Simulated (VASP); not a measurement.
# Pt (Fm-3m) in VASP: a series of runs, part 2 of 2

VASP 6.6.1.

## Step 3: Electric field gradients, r2SCAN

Contents of POSCAR:

```
Pt
1.0
    0.0000000000      3.9218000000      3.9218000000
    3.9218000000      0.0000000000      3.9218000000
    3.9218000000      3.9218000000      0.0000000000
Pt
8
Direct
    0.0000000000      0.0000000000      0.0000000000
    0.0000000000      0.0000000000      0.5000000000
    0.0000000000      0.5000000000      0.0000000000
    0.0000000000      0.5000000000      0.5000000000
    0.5000000000      0.0000000000      0.0000000000
    0.5000000000      0.0000000000      0.5000000000
    0.5000000000      0.5000000000      0.0000000000
    0.5000000000      0.5000000000      0.5000000000
```

Contents of INCAR.step1:

```
PREC     = Accurate       # precision mode
ENCUT    = 520            # plane-wave cutoff, eV
ISMEAR   = -1             # smearing method
SIGMA    = 0.05           # smearing width, eV
LREAL    = False          # projectors in reciprocal space
LASPH    = True           # aspherical terms in the spheres
NELM     = 80             # most SCF steps
NBANDS   = 50             # bands
GGA      = PE             # functional
ALGO     = Normal         # electronic algorithm
EDIFF    = 1E-4           # SCF threshold, eV
LWAVE    = True           # write WAVECAR
LCHARG   = False          # write CHGCAR
```

Contents of INCAR.step2:

```
PREC     = Accurate       # precision mode
ENCUT    = 520            # plane-wave cutoff, eV
EDIFF    = 1E-8           # SCF threshold, eV
ISMEAR   = -1             # smearing method
SIGMA    = 0.05           # smearing width, eV
LREAL    = False          # projectors in reciprocal space
LASPH    = True           # aspherical terms in the spheres
NELM     = 80             # most SCF steps
ALGO     = Normal         # electronic algorithm
ISIF     = 2              # what is computed and relaxed
LWAVE    = False          # write WAVECAR
LCHARG   = False          # write CHGCAR
METAGGA  = R2SCAN         # meta-GGA
LMIXTAU  = True         
LEFG     = True         
NBANDS   = 50             # bands
ISTART   = 1
```

Contents of KPOINTS:

```
Automatic mesh
0
Gamma
  7 7 7
```

Potentials or basis: VASP PAW PBE potentials, release 64 (Pt).

Run with:

```sh
$ cat potpaw_PBE.64/Pt/POTCAR > POTCAR
$ cp INCAR.step1 INCAR
$ mpirun -np 1 vasp_std > vasp.out
$ cp INCAR.step2 INCAR
$ mpirun -np 1 vasp_std > vasp.out
```

OUTCAR:

```text
PREC = Accurate
   ENCUT = 520
   EDIFF = 1E-8
   ISMEAR = -1
   LREAL = False
   LASPH = True
   NELM = 80
   ISIF = 2
   METAGGA = R2SCAN
   ISTART = 1

 ion  position               nearest neighbor table
   1  0.000  0.000  0.000-   2 2.77   3 2.77   5 2.77   2 2.77   4 2.77   6 2.77   3 2.77   4 2.77
                             7 2.77   5 2.77   6 2.77   7 2.77
   2  0.000  0.000  0.500-   1 2.77   4 2.77   6 2.77   1 2.77   3 2.77   5 2.77   3 2.77   4 2.77
                             8 2.77   5 2.77   6 2.77   8 2.77
   3  0.000  0.500  0.000-   1 2.77   4 2.77   7 2.77   2 2.77   4 2.77   8 2.77   1 2.77   2 2.77
                             5 2.77   5 2.77   7 2.77   8 2.77
   4  0.000  0.500  0.500-   2 2.77   3 2.77   8 2.77   1 2.77   3 2.77   7 2.77   1 2.77   2 2.77
                             6 2.77   6 2.77   7 2.77   8 2.77
   5  0.500  0.000  0.000-   1 2.77   6 2.77   7 2.77   2 2.77   6 2.77   8 2.77   3 2.77   7 2.77
                             8 2.77   1 2.77   2 2.77   3 2.77
   6  0.500  0.000  0.500-   2 2.77   5 2.77   8 2.77   1 2.77   5 2.77   7 2.77   4 2.77   7 2.77
                             8 2.77   1 2.77   2 2.77   4 2.77
   7  0.500  0.500  0.000-   3 2.77   5 2.77   8 2.77   4 2.77   6 2.77   8 2.77   1 2.77   5 2.77
                             6 2.77   1 2.77   3 2.77   4 2.77
   8  0.500  0.500  0.500-   4 2.77   6 2.77   7 2.77   3 2.77   5 2.77   7 2.77   2 2.77   5 2.77
                             6 2.77   2 2.77   3 2.77   4 2.77
[... 6 lines left out ...]
 A1 = (   0.0000000000,   3.9218000000,   3.9218000000)
 A2 = (   3.9218000000,   0.0000000000,   3.9218000000)
 A3 = (   3.9218000000,   3.9218000000,   0.0000000000)

Analysis of symmetry for initial positions (statically):
=====================================================================
 Subroutine PRICEL returns following result:

  LATTYP: Found a face centered cubic cell.
 ALAT       =     3.9218000000

  Lattice vectors:

 A1 = (   0.0000000000,   1.9609000000,   1.9609000000)
 A2 = (   1.9609000000,   0.0000000000,   1.9609000000)
 A3 = (   1.9609000000,   1.9609000000,   0.0000000000)

   8 primitive cells build up your supercell.

[... 1259 lines left out ...]
 -----------------------------------------------------------------------------------
      0.00000      0.00000      0.00000         0.000000      0.000000     -0.000000
      1.96090      1.96090      0.00000        -0.000000     -0.000000      0.000000
      1.96090      0.00000      1.96090        -0.000000     -0.000000      0.000000
      3.92180      1.96090      1.96090        -0.000000      0.000000      0.000000
      0.00000      1.96090      1.96090        -0.000000      0.000000      0.000000
      1.96090      3.92180      1.96090        -0.000000     -0.000000     -0.000000
      1.96090      1.96090      3.92180         0.000000      0.000000      0.000000
      3.92180      3.92180      3.92180        -0.000000      0.000000     -0.000000
 -----------------------------------------------------------------------------------
    total drift:                               -0.000000     -0.000000      0.000000

  FREE ENERGIE OF THE ION-ELECTRON SYSTEM (eV)
  ---------------------------------------------------
  free  energy   TOTEN  =      -412.0952978747 eV

  energy  without entropy=     -411.9904678286  energy(sigma->0) =     -412.04288285

 Electric field gradients (V/A^2)
---------------------------------------------------------------------
 ion       V_xx      V_yy      V_zz      V_xy      V_xz      V_yz
---------------------------------------------------------------------
   1      -0.000    -0.000     0.000     0.000     0.000     0.000
   2      -0.000    -0.000     0.000     0.000     0.000     0.000
   3      -0.000    -0.000     0.000     0.000     0.000     0.000
   4      -0.000    -0.000     0.000     0.000     0.000     0.000
   5      -0.000    -0.000     0.000     0.000     0.000     0.000
   6      -0.000    -0.000     0.000     0.000     0.000     0.000
   7      -0.000    -0.000     0.000     0.000     0.000     0.000
   8      -0.000    -0.000     0.000     0.000     0.000     0.000
---------------------------------------------------------------------

 Electric field gradients after diagonalization (V/A^2)
 (convention: |V_zz| > |V_xx| > |V_yy|)
----------------------------------------------------------------------
 ion       V_xx      V_yy      V_zz     asymmetry (V_yy - V_xx)/ V_zz
----------------------------------------------------------------------
   1      -0.000    -0.000     0.000       0.000
   2      -0.000    -0.000     0.000       0.000
   3      -0.000    -0.000     0.000       0.000
   4      -0.000    -0.000     0.000       0.000
   5      -0.000    -0.000     0.000       0.000
   6      -0.000    -0.000     0.000       0.000
   7      -0.000    -0.000     0.000       0.000
   8      -0.000    -0.000     0.000       0.000
----------------------------------------------------------------------

           NMR quadrupolar parameters

 Cq : quadrupolar parameter    Cq=e*Q*V_zz/h
 eta: asymmetry parameters     (V_yy - V_xx)/ V_zz
 Q  : nuclear electric quadrupole moment in mb (millibarn)
----------------------------------------------------------------------
 ion       Cq(MHz)       eta       Q (mb)
----------------------------------------------------------------------
   1       0.000       0.000       1.000
   2       0.000       0.000       1.000
   3       0.000       0.000       1.000
   4       0.000       0.000       1.000
   5       0.000       0.000       1.000
   6       0.000       0.000       1.000
   7       0.000       0.000       1.000
   8       0.000       0.000       1.000
----------------------------------------------------------------------
```

OUTCAR.step1:

```text
PREC = Accurate
   ENCUT = 520
   ISMEAR = -1
   LREAL = False
   LASPH = True
   NELM = 80
[... 1310 lines left out ...]
      1.96090      3.92180      1.96090         0.000000      0.000000      0.000000
      1.96090      1.96090      3.92180        -0.000000     -0.000000     -0.000000
      3.92180      3.92180      3.92180         0.000000     -0.000000     -0.000000
 -----------------------------------------------------------------------------------
    total drift:                               -0.000000     -0.000000      0.000000

  FREE ENERGIE OF THE ION-ELECTRON SYSTEM (eV)
  ---------------------------------------------------
  free  energy   TOTEN  =       -48.7768355577 eV

  energy  without entropy=      -48.6666988898  energy(sigma->0) =      -48.72176722
```

It took 8.4 min on 1 thread of Intel Xeon Platinum 8488C (Sapphire Rapids), shared host; peak memory 0.32 GiB.

Results:

- Free energy: -412.0953 eV
- Pressure: 4.6 GPa
- Band gap on the k mesh: zero (bands 40 and 41 overlap by 0.88 eV)
- Largest electric field gradient by atom: under 0.05 V/Å² on every atom

Caveat: the cell stands under pressure; the PAW data sets were made with another functional, which shifts forces and pressure a little; spin-orbit coupling is left out, which moves the levels of the heavy elements.
